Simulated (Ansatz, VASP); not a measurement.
# Al: VASP beside Ansatz

Contents of POSCAR:

```
Al
1.0
   -1.5912186900      1.5912186900      1.6389552507
    1.5912186900     -1.5912186900      1.6389552507
    1.5912186900      1.5912186900     -1.6389552507
Al
1
Direct
    0.0000000000      0.0000000000      0.0000000000
```

INCAR.step1

```
ALGO     = Normal         # electronic algorithm
EDIFF    = 1E-4           # SCF threshold, eV
ENCUT    = 520            # plane-wave cutoff, eV
GGA      = PE             # functional
ISMEAR   = 0              # smearing method
LASPH    = True           # aspherical terms in the spheres
LCHARG   = False          # write CHGCAR
LREAL    = False          # projectors in reciprocal space
LWAVE    = True           # write WAVECAR
NBANDS   = 8              # bands
NELM     = 80             # most SCF steps
PREC     = Accurate       # precision mode
SIGMA    = 0.15           # smearing width, eV
```

INCAR.step2

```
ALGO     = Normal         # electronic algorithm
EDIFF    = 1E-6           # SCF threshold, eV
ENCUT    = 520            # plane-wave cutoff, eV
ISIF     = 2              # what is computed and relaxed
ISMEAR   = 0              # smearing method
ISTART   = 1            
LASPH    = True           # aspherical terms in the spheres
LCHARG   = True           # write CHGCAR
LELF     = True           # ELF
LMIXTAU  = True         
LREAL    = False          # projectors in reciprocal space
LVHAR    = True         
LWAVE    = False          # write WAVECAR
METAGGA  = R2SCAN         # meta-GGA
NBANDS   = 8              # bands
NELM     = 80             # most SCF steps
PREC     = Accurate       # precision mode
SIGMA    = 0.15           # smearing width, eV
```

The input KPOINTS:

```
k-points
0
Gamma
  20 20 20
```

Input for Ansatz:

```yaml
crystal:
  lattice:
    - [-1.59121869, 1.59121869, 1.6389552507]
    - [1.59121869, -1.59121869, 1.6389552507]
    - [1.59121869, 1.59121869, -1.6389552507]
  atoms:
    - { symbol: Al, position: [0.0, 0.0, 0.0] }
basis:
  ecutwfc: 500
kpoints:
  mp_grid: { grid: [20, 20, 20] }
hamiltonian:
  xc: r2scan
scf:
  occupations: { method: gaussian, width: 0.15 }
output:
  forces: true
  stress: true
  eigenvalues: true
```

Change from the starting cell: strain +0.000 along x and y, +0.030 along z, atoms carried along.

Alike in both runs: task single point; functional r2SCAN; k mesh 20 × 20 × 20; occupations gaussian, width 0.15 eV; no spin polarisation.

```csv
,VASP,Ansatz
version,VASP 6.6.1,Ansatz 0.2.0
potentials or method,"VASP PAW PBE potentials, release 64 (Al), cutoff 520 eV","scalar-relativistic, plane waves, PAW"
valence electrons in the cell,3,3
```

```csv
,VASP,Ansatz,Ansatz less VASP
gap on the k mesh at the Fermi level (eV),none,none,-
pressure (GPa),-2.2,-1.9,+0.29
"traceless stress, the component that is largest in VASP (GPa)",0.93,0.93,0.000
```

VASP's potentials were made for PBE, not for r2SCAN. A gap of «none» marks a metal or a gap that the smearing closes. With one functional, cell and mesh, what is left measures potentials, basis and numerics.
